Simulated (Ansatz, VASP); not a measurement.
**Two plane-wave programs on Ge**

```
CELL_PARAMETERS angstrom
0.00000 2.88535 2.82877
2.82877 0.00000 2.82877
2.82877 2.88535 0.00000
ATOMIC_POSITIONS crystal
Ge 0.50000 0.50000 0.50000
Ge 0.75000 0.75000 0.75000
```

Change from the starting cell: strain +0.0200 x Voigt [0, 1, 0, 0, 0, 0], atoms carried along.

Alike in both runs: task single point; functional PBE; k mesh 14 × 14 × 14; occupations gaussian, width 0.15 eV; no spin polarisation.

```csv
,VASP,Ansatz
version,VASP 6.6.1,Ansatz 0.2.0
potentials or method,"VASP PAW PBE potentials, release 64 (Ge_d), cutoff 500 eV","scalar-relativistic, plane waves, PAW"
valence electrons in the cell,28,28
```

Ansatz gave:

| Item | Value |
| --- | --- |
| gap on the k mesh at the Fermi level (eV) | none |
| pressure (GPa) | 2.2 |
| traceless stress, the component that is largest in VASP (GPa) | -0.94 |

**Question.** Which values does VASP return?

**Answer.** gap on the k mesh at the Fermi level (eV): none; pressure (GPa): 2.1; traceless stress, the component that is largest in VASP (GPa): -0.94.

A gap of «none» marks a metal or a gap that the smearing closes.
